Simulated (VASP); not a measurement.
# Li12Cl3O4 (a cell with a defect) in VASP: a series of runs

Runs on Li12Cl3O4 (a cell with a defect). Level: PBEsol. Tasks: single point.

Program: VASP 6.6.1. These are calculated values, not measurements. Logs are shortened: lines on timing, memory, paths and dates and some standing lists are left out, and cuts for length are marked.

## (1) The cell of the first run

The cell holds a defect, 19 atoms: a = 6.650 Å, b = 6.650 Å, c = 6.650 Å, α = 109.47°, β = 109.47°, γ = 109.47°.

## (2) Single point, PBEsol

INCAR reads:

```
SYSTEM = Li12Cl3O4
ALGO     = Normal         ! electronic algorithm
EDIFF    = 1E-6           ! SCF threshold, eV
ENCUT    = 520            ! plane-wave cutoff, eV
GGA      = PS             ! functional
ISIF     = 2              ! what is computed and relaxed
ISMEAR   = 0              ! smearing method
LASPH    = .True.         ! aspherical terms in the spheres
LCHARG   = .False.        ! write CHGCAR
LREAL    = Auto         
LWAVE    = .False.        ! write WAVECAR
NBANDS   = 56             ! bands
NELECT   = 80.0         
NELM     = 60             ! most SCF steps
PREC     = Accurate       ! precision mode
SIGMA    = 0.05           ! smearing width, eV
```

KPOINTS reads:

```
k-points
0
Gamma
  4 4 4
  0 0 0
```

POSCAR reads:

```
Li12Cl3O4
1.0
   -3.8395493761      3.8395493761      3.8395493761
    3.8395493761     -3.8395493761      3.8395493761
    3.8395493761      3.8395493761     -3.8395493761
Li Cl O
12 3 4
Direct
    0.5034334269      0.7516990192      0.7517340493
    0.0270396314      0.2501246646      0.7769153898
   -0.0000347697      0.7516987587      0.2482655923
    0.4732093071      0.2501247948      0.2230850332
    0.7501243552      0.5270391918      0.7769152595
    0.2516991984      0.0034336061      0.7517340493
    0.2516988077      0.4999653115      0.2482654621
    0.7501244854     -0.0267910346      0.2230851634
    0.7564933318      0.7411783835      0.4999999510
    0.2411784325      0.2564933807      0.5000002115
    0.2411776511      0.7411776022     -0.0153149483
    0.7564938527      0.2564939016      0.0153146878
   -0.1636522775      0.3363476735      0.4999999510
    0.0009364380      0.0009364380      0.0000002604
    0.5009366495      0.5009366495      0.0000002604
    0.4823146725      0.5139228088      0.4999998208
    0.0139227276     -0.0176854087      0.4999998208
    0.0139225974      0.5139226786      0.0316076154
    0.4823149330     -0.0176851483     -0.0316076154
```

Potentials or basis: VASP PAW PBE potentials, release 64 (Li_sv, Cl, O).

Command:

```sh
$ cat potpaw_PBE.64/Li_sv/POTCAR potpaw_PBE.64/Cl/POTCAR potpaw_PBE.64/O/POTCAR > POTCAR
$ mpirun -np 1 vasp_std > vasp.out
```

OUTCAR:

```text
SYSTEM = Li12Cl3O4
   EDIFF = 1E-6
   ENCUT = 520
   GGA = PS
   ISIF = 2
   ISMEAR = 0
   LASPH = .True.
   LREAL = Auto
   NELECT = 80.0
   NELM = 60
   PREC = Accurate

 ion  position               nearest neighbor table
   1  0.503  0.752  0.752-  16 1.80  19 1.80   5 2.56   8 2.56
   2  0.027  0.250  0.777-  18 2.04  17 2.04  13 2.23   7 2.56   6 2.56  14 2.57  15 2.58
   3  1.000  0.752  0.248-  18 1.80  17 1.80   5 2.56   8 2.56
   4  0.473  0.250  0.223-  16 2.04  19 2.04  13 2.23   7 2.56   6 2.56  14 2.57  15 2.58
   5  0.750  0.527  0.777-  18 2.04  16 2.04  13 2.23   3 2.56   1 2.56  15 2.57  14 2.58
   6  0.252  0.003  0.752-  17 1.80  19 1.80   2 2.56   4 2.56
   7  0.252  0.500  0.248-  18 1.80  16 1.80   2 2.56   4 2.56
   8  0.750  0.973  0.223-  17 2.04  19 2.04  13 2.23   3 2.56   1 2.56  15 2.57  14 2.58
   9  0.756  0.741  0.500-  17 1.92  16 1.94
  10  0.241  0.256  0.500-  16 1.92  17 1.94
  11  0.241  0.741  0.985-  19 1.92  18 1.94
  12  0.756  0.256  0.015-  18 1.92  19 1.94
  13  0.836  0.336  0.500-   2 2.23   5 2.23   4 2.23   8 2.23
  14  0.001  0.001  0.000-   4 2.57   2 2.57   8 2.58   5 2.58
  15  0.501  0.501  0.000-   8 2.57   5 2.57   4 2.58   2 2.58
  16  0.482  0.514  0.500-   1 1.80   7 1.80  10 1.92   9 1.94   4 2.04   5 2.04
  17  0.014  0.982  0.500-   6 1.80   3 1.80   9 1.92  10 1.94   8 2.04   2 2.04
  18  0.014  0.514  0.032-   3 1.80   7 1.80  12 1.92  11 1.94   5 2.04   2 2.04
  19  0.482  0.982  0.968-   1 1.80   6 1.80  11 1.92  12 1.94   8 2.04   4 2.04

  LATTYP: Found a body centered cubic cell.
 ALAT       =     7.6790987522

  Lattice vectors:

 A1 = (  -3.8395493761,   3.8395493761,   3.8395493761)
 A2 = (   3.8395493761,  -3.8395493761,   3.8395493761)
 A3 = (   3.8395493761,   3.8395493761,  -3.8395493761)

Analysis of symmetry for initial positions (statically):
=====================================================================
 Subroutine PRICEL returns:
 Original cell was already a primitive cell.

 Routine SETGRP: Setting up the symmetry group for a
 body centered cubic supercell.

 Subroutine GETGRP returns: Found  8 space group operations
 (whereof  4 operations were pure point group operations)
 out of a pool of 48 trial point group operations.

The static configuration has the point symmetry C_2v.
 The point group associated with its full space group is C_4v.

Analysis of symmetry for dynamics (positions and initial velocities):
=====================================================================
 Subroutine PRICEL returns:
 Original cell was already a primitive cell.

 Routine SETGRP: Setting up the symmetry group for a
 body centered cubic supercell.

 Subroutine GETGRP returns: Found  8 space group operations
 (whereof  4 operations were pure point group operations)
 out of a pool of 48 trial point group operations.

The dynamic configuration has the point symmetry C_2v.
 The point group associated with its full space group is C_4v.

 Subroutine INISYM returns: Found  8 space group operations
 (whereof  4 operations are pure point group operations),
 and found     1 'primitive' translations

----------------------------------------------------------------------------------------

                                     Primitive cell

  volume of cell :     226.4127

  direct lattice vectors                    reciprocal lattice vectors
    -3.839549376  3.839549376  3.839549376     0.000000000  0.130223615  0.130223615
     3.839549376 -3.839549376  3.839549376     0.130223615  0.000000000  0.130223615
     3.839549376  3.839549376 -3.839549376     0.130223615  0.130223615  0.000000000

  length of vectors
     6.650294598  6.650294598  6.650294598     0.184164003  0.184164003  0.184164003

  position of ions in fractional coordinates (direct lattice)
     0.503433427  0.751699019  0.751734049
     0.027039631  0.250124665  0.776915390
     0.999965230  0.751698759  0.248265592
     0.473209307  0.250124795  0.223085033
     0.750124355  0.527039192  0.776915260
     0.251699198  0.003433606  0.751734049
[... 11 lines left out ...]
     0.013922597  0.513922679  0.031607615
     0.482314933  0.982314852  0.968392385

  ion indices of the primitive-cell ions
   primitive index   ion index
                 1           1
                 2           2
                 3           3
                 4           4
                 5           5
                 6           6
[... 11 lines left out ...]
                18          18
                19          19

----------------------------------------------------------------------------------------

 KPOINTS: k-points

Automatic generation of k-mesh.
 Grid dimensions read from file:
 generate k-points for:    4    4    4

 Generating k-lattice:

  Cartesian coordinates                     Fractional coordinates (reciprocal lattice)
     0.000000000  0.032555904  0.032555904     0.250000000  0.000000000  0.000000000
     0.032555904  0.000000000  0.032555904     0.000000000  0.250000000  0.000000000
     0.032555904  0.032555904  0.000000000     0.000000000  0.000000000  0.250000000

  Length of vectors
     0.046041001  0.046041001  0.046041001

  Shift w.r.t. Gamma in fractional coordinates (k-lattice)
     0.000000000  0.000000000  0.000000000

 Subroutine IBZKPT returns following result:
 ===========================================

 Found     13 irreducible k-points:

 Following reciprocal coordinates:
            Coordinates               Weight
  0.000000  0.000000  0.000000      1.000000
  0.250000  0.000000  0.000000      8.000000
  0.000000  0.000000  0.250000      4.000000
  0.500000  0.000000  0.000000      4.000000
  0.000000  0.000000  0.500000      2.000000
  0.250000  0.250000  0.000000      8.000000
  0.000000  0.250000  0.250000     16.000000
  0.250000  0.250000  0.250000      2.000000
 -0.250000  0.250000  0.250000      4.000000
  0.250000  0.250000 -0.250000      2.000000
  0.500000  0.500000  0.250000      4.000000
  0.250000  0.500000  0.500000      8.000000
  0.500000  0.500000  0.500000      1.000000
   k-points           NKPTS =     13   k-points in BZ     NKDIM =     13   number of bands    NBANDS=     56
   number of dos      NEDOS =    301   number of ions     NIONS =     19
   total plane-waves  NPLWV = 125000
   dimension x,y,z NGX =    50 NGY =   50 NGZ =   50
   dimension x,y,z NGXF=   100 NGYF=  100 NGZF=  100
   ions per type =              12   3   4
   NGX,Y,Z   is equivalent  to a cutoff of  12.50, 12.50, 12.50 a.u.
   NGXF,Y,Z  is equivalent  to a cutoff of  25.00, 25.00, 25.00 a.u.
 SYSTEM =  Li12Cl3O4
   PREC   = accura    normal or accurate (medium, high low for compatibility)
   ISTART =      0    job   : 0-new  1-cont  2-samecut
   ICHARG =      2    charge: 1-file 2-atom 10-const
   ISPIN  =      1    spin polarized calculation?
   LNONCOLLINEAR =      F non collinear calculations
   LSORBIT =      F    spin-orbit coupling
   LASPH  =      T    aspherical Exc in radial PAW
   ENCUT  =  520.0 eV  38.22 Ry    6.18 a.u.  12.37 12.37 12.37*2*pi/ulx,y,z
   NELM   =     60;   NELMIN=  2; NELMDL= -5     # of ELM steps
   EDIFF  = 0.1E-05   stopping-criterion for ELM
   LREAL  =      T    real-space projection
   EDIFFG = 0.1E-04   stopping-criterion for IOM
   NSW    =      0    number of steps for IOM
   IBRION =     -1    ionic relax: 0-MD 1-quasi-New 2-CG
   NFREE  =      0    steps in history (QN), initial steepest desc. (CG)
   ISIF   =      2    stress and relaxation
   ISYM   =      2    0-nonsym 1-usesym 2-fastsym
   POTIM  = 0.5000    time-step for ionic-motion
   TEBEG  =    0.0;   TEEND  =   0.0 temperature during run
   PSTRESS=    0.0 pullay stress
   NELECT =      80.0000    total number of electrons
   NUPDOWN=      -1.0000    fix difference up-down
   EMIN   =  10.00;   EMAX   =-10.00  energy-range for DOS
   EFERMI =   0.00;   METHOD = LEGACY
   ISMEAR =     0;   SIGMA  =   0.05  broadening in eV -4-tet -1-fermi 0-gaus
   EFERMI_NEDOS =   21; number of points for ismear=-14 and -15
   IALGO  =     38    algorithm
   IMIX   =      4    mixing-type and parameters
     AMIX     =   0.40;   BMIX     =  1.00
     AMIX_MAG =   1.60;   BMIX_MAG =  1.00
  volume/ion in A,a.u.               =      11.92        80.42
  Fermi-wavevector in a.u.,A,eV,Ry     =   1.157367  2.187107 18.224994  1.339499
  Thomas-Fermi vector in A             =   2.293979
   LORBIT       =      0    0 simple, 1 ext, 2 COOP (PROOUT), +10 PAW based schemes
   GGA     = PS    functional components
   LHFCALC =     F    Hartree Fock is set to
   AEXX    =    0.0000 exact exchange contribution
   IVDW    =     0    specifies the selected vdW correction
   LEPSILON=     F    determine dielectric tensor
   LRPA    =     F    only Hartree local field effects (RPA)
 non-spin polarized calculation
 Gauss-broadening in eV      SIGMA  =   0.05
  energy-cutoff  :      520.00
  volume of cell :      226.41
 maximum number of plane-waves:      6108
 NGX is ok and might be reduce to    50
   NGX = 25   NGY = 25   NGZ = 25

 number of electron      80.0000005 magnetization

 Free energy of the ion-electron system (eV)
  ---------------------------------------------------
  ext. energy  EPLUGINS =         0.00000000
  ---------------------------------------------------
  free energy    TOTEN  =       -85.99566886 eV

  energy without entropy =      -85.99566886  energy(sigma->0) =      -85.99566886

 E-fermi :   1.5794     XC(G=0):  -8.7878

 val. band max:        1.3140709205   @ k =   0.0000   0.0000   0.0000
 cond. band min:       4.3039767058   @ k =   0.0000   0.0000   0.0000
 fundamental gap:      2.9899057853
 Fermi energy:         1.5793975606

 k-point     1 :       0.0000    0.0000    0.0000
  band No.  band energies     occupation
      1     -41.5760      2.00000
      2     -41.5603      2.00000
      3     -41.5603      2.00000
      4     -41.5565      2.00000
      5     -41.4786      2.00000
      6     -41.4776      2.00000
[... 44 lines left out ...]
     51       9.0894      0.00000
     52       9.1394      0.00000

 k-point     2 :       0.2500    0.0000    0.0000
  band No.  band energies     occupation
      1     -41.5740      2.00000
      2     -41.5620      2.00000
      3     -41.5614      2.00000
      4     -41.5560      2.00000
      5     -41.4784      2.00000
      6     -41.4775      2.00000
[... 44 lines left out ...]
     51       9.1137      0.00000
     52       9.2516      0.00000

 k-point     3 :       0.0000    0.0000    0.2500
  band No.  band energies     occupation
      1     -41.5739      2.00000
      2     -41.5626      2.00000
      3     -41.5614      2.00000
      4     -41.5555      2.00000
      5     -41.4779      2.00000
      6     -41.4777      2.00000
[... 44 lines left out ...]
     51       9.2194      0.00000
     52       9.4617      0.00000
[... 441 lines left out ...]
 k-point    12 :       0.2500    0.5000    0.5000
  band No.  band energies     occupation
      1     -41.5697      2.00000
      2     -41.5643      2.00000
      3     -41.5633      2.00000
      4     -41.5562      2.00000
      5     -41.4777      2.00000
      6     -41.4775      2.00000
[... 44 lines left out ...]
     51       9.6146      0.00000
     52       9.7429      0.00000

 k-point    13 :       0.5000    0.5000    0.5000
  band No.  band energies     occupation
      1     -41.5682      2.00000
      2     -41.5643      2.00000
      3     -41.5642      2.00000
      4     -41.5569      2.00000
      5     -41.4781      2.00000
      6     -41.4773      2.00000
[... 44 lines left out ...]
     51       9.9709      0.00000
     52      10.0937      0.00000
 [bands above 52 left out]

------------------------ aborting loop because EDIFF is reached ----------------------------------------

  FORCE on cell =-STRESS in cart. coord.  units (eV):
  Direction    XX          YY          ZZ          XY          YZ          ZX
  --------------------------------------------------------------------------------------
  -------------------------------------------------------------------------------------
  Total       -0.9196123     -0.9196123     -7.9987014      0.0000000      0.0000000      0.0000000
  in kB       -6.5075060     -6.5075060    -56.6016777      0.0000000      0.0000000      0.0000000
  external PRESSURE =     -23.2055632 kB  Pullay stress =       0.0000000 kB

 VOLUME and BASIS-vectors are now :
 -----------------------------------------------------------------------------
  energy-cutoff  :      520.00
  volume of cell :      226.41
      direct lattice vectors                 reciprocal lattice vectors
    -3.839549376  3.839549376  3.839549376     0.000000000  0.130223615  0.130223615
     3.839549376 -3.839549376  3.839549376     0.130223615  0.000000000  0.130223615
     3.839549376  3.839549376 -3.839549376     0.130223615  0.130223615  0.000000000

 POSITION                                       TOTAL-FORCE (eV/Angst)
 -----------------------------------------------------------------------------------
      3.83955      1.93309      1.93282        -0.000000     -0.008227     -0.048093
      3.83955      2.12646     -1.91882        -0.000000     -0.030460     -0.078246
     -0.00000      1.90646      5.77237        -0.000000      0.008227     -0.048093
      0.00000      1.71309      1.92073        -0.000000      0.030460     -0.078246
      2.12646      3.83955      1.92073        -0.030460     -0.000000     -0.078246
      1.93309      3.83955     -1.90672        -0.008227      0.000000     -0.048093
[... 11 lines left out ...]
      2.04113     -1.79842      1.90533        -0.089158     -0.089158     -0.074662
      5.63796      1.79842      1.90533         0.089158      0.089158     -0.074662
 -----------------------------------------------------------------------------------
    total drift:                                0.007660      0.004535     -0.020531

  FREE ENERGIE OF THE ION-ELECTRON SYSTEM (eV)
  ---------------------------------------------------
  free  energy   TOTEN  =       -85.9956688610 eV

  energy  without entropy=      -85.9956688610  energy(sigma->0) =      -85.99566886
```

It took 5 min on 1 thread of Intel Xeon Platinum 8259CL at 2.50GHz (Skylake/Cascade Lake), shared host; peak memory 0.41 GiB.

What came out:

| Item | Value |
| --- | --- |
| Free energy | -85.9957 eV |
| Largest force | 1.285 eV/Å |

Forces in eV/Å, atoms in the order of the input:
```
Li   0.000 -0.008 -0.048
Li   0.000 -0.030 -0.078
Li   0.000  0.008 -0.048
Li   0.000  0.030 -0.078
Li  -0.030  0.000 -0.078
Li  -0.008  0.000 -0.048
Li   0.008  0.000 -0.048
Li   0.030  0.000 -0.078
Li  -0.116  0.116 -0.092
Li   0.116 -0.116 -0.092
Li  -0.116 -0.116 -0.092
Li   0.116  0.116 -0.092
Cl   0.000  0.000  1.285
Cl   0.000  0.000 -0.056
Cl   0.000  0.000 -0.056
O   -0.089  0.089 -0.075
O    0.089 -0.089 -0.075
O   -0.089 -0.089 -0.075
O    0.089  0.089 -0.075
```

Levels at points of the mesh, in eV from the Fermi level:
```tsv
k point	band 37	band 38	band 39	band 40	band 41	band 42	band 43	band 44
(0.00, 0.00, 0.00)	-0.63	-0.38	-0.27	-0.27	2.72	4.35	4.72	4.99
(0.50, 0.00, 0.00)	-0.79	-0.67	-0.55	-0.49	3.73	4.83	5.14	5.71
(0.00, 0.00, 0.50)	-0.68	-0.65	-0.61	-0.48	3.75	4.64	5.12	5.24
(0.50, 0.50, 0.50)	-1.26	-1.04	-0.54	-0.54	4.04	5.60	5.60	5.69
```

Caveat: the cell carries a net charge on a neutralising background, which shifts energy and pressure; the cell is charged against a uniform background, so pressure and absolute levels hang on convention; the cutoff is under 1.25 times the usual one of these potentials, so pressure, stress and relaxed cells hold a basis-set (Pulay) error; the PAW data sets were made with another functional, which shifts forces and pressure a little.

## (3) Single point, PBEsol

INCAR reads:

```
SYSTEM = Li12Cl3O4
PREC = Accurate
ENCUT = 520
EDIFF = 1E-7
ISMEAR = 0
SIGMA = 0.05
LREAL = Auto
LASPH = .True.
NELM = 80
ALGO = Normal
ISIF = 2
LWAVE = .False.
LCHARG = .False.
GGA = PS
NBANDS = 56
NELECT = 80.0
```

KPOINTS reads:

```
Automatic mesh
0
Gamma
  4 4 4
  0 0 0
```

POSCAR reads:

```
Li12Cl3O4
1.0
   -3.8395493761      3.8395493761      3.8395493761
    3.8395493761     -3.8395493761      3.8395493761
    3.8395493761      3.8395493761     -3.8395493761
Li Cl O
12 3 4
Direct
    0.5000348510      0.7483004432      0.7517340493
    0.0267909043      0.2498760677      0.7769152595
   -0.0034333456      0.7483000526      0.2482654621
    0.4729605800      0.2498760677      0.2230850332
    0.7498757583      0.5267907251      0.7769153898
    0.2483006224      0.0000350302      0.7517340493
    0.2483002318      0.4965667356      0.2482654621
    0.7498758885     -0.0270397617      0.2230850332
    0.7435066515      0.7588215998      0.4999999510
    0.2588217790      0.2435068307      0.5000002115
    0.2588208674      0.7588208184      0.0153146878
    0.7435073026      0.2435073516     -0.0153149483
   -0.3363476735      0.1636522775      0.4999999510
   -0.0009361776     -0.0009361776      0.0000002604
    0.4990636432      0.4990636432      0.0000002604
    0.4860770932      0.5176852295      0.4999998208
    0.0176851483     -0.0139229880      0.4999998208
    0.0176850180      0.5176849691      0.0316074852
    0.4860773537     -0.0139225974     -0.0316077456
```

Potentials or basis: VASP PAW PBE potentials, release 64 (Li_sv, Cl, O).

Command:

```sh
$ cat potpaw_PBE.64/Li_sv/POTCAR potpaw_PBE.64/Cl/POTCAR potpaw_PBE.64/O/POTCAR > POTCAR
$ mpirun -np 1 vasp_std > vasp.out
```

It took 5.2 min on 1 thread of Intel Xeon Platinum 8259CL at 2.50GHz (Skylake/Cascade Lake), shared host; peak memory 0.41 GiB.

It converged, with:

```
Free energy   : -85.9957 eV
Largest force : 1.285 eV/Å
```

Forces in eV/Å, atoms in the order of the input:
```
Li   0.000 -0.008  0.048
Li   0.000 -0.031  0.078
Li   0.000  0.008  0.048
Li   0.000  0.031  0.078
Li  -0.031  0.000  0.078
Li  -0.008  0.000  0.048
Li   0.008  0.000  0.048
Li   0.031  0.000  0.078
Li   0.116 -0.116  0.092
Li  -0.116  0.116  0.092
Li   0.116  0.116  0.092
Li  -0.116 -0.116  0.092
Cl   0.000  0.000 -1.285
Cl   0.000  0.000  0.056
Cl   0.000  0.000  0.056
O   -0.089  0.089  0.075
O    0.089 -0.089  0.075
O   -0.089 -0.089  0.075
O    0.089  0.089  0.075
```

Levels at points of the mesh, in eV from the Fermi level:
| k point | band 38 | band 39 | band 40 | band 41 | band 42 | band 43 |
| --- | --- | --- | --- | --- | --- | --- |
| (0.00, 0.00, 0.00) | -0.38 | -0.26 | -0.26 | 2.73 | 4.35 | 4.72 |
| (0.50, 0.00, 0.00) | -0.67 | -0.55 | -0.49 | 3.73 | 4.83 | 5.14 |
| (0.00, 0.00, 0.50) | -0.65 | -0.61 | -0.48 | 3.75 | 4.64 | 5.12 |
| (0.50, 0.50, 0.50) | -1.04 | -0.54 | -0.54 | 4.04 | 5.61 | 5.61 |

Caveat: the cell carries a net charge on a neutralising background, which shifts energy and pressure; the cell is charged against a uniform background, so pressure and absolute levels hang on convention; the cutoff is under 1.25 times the usual one of these potentials, so pressure, stress and relaxed cells hold a basis-set (Pulay) error; the PAW data sets were made with another functional, which shifts forces and pressure a little.
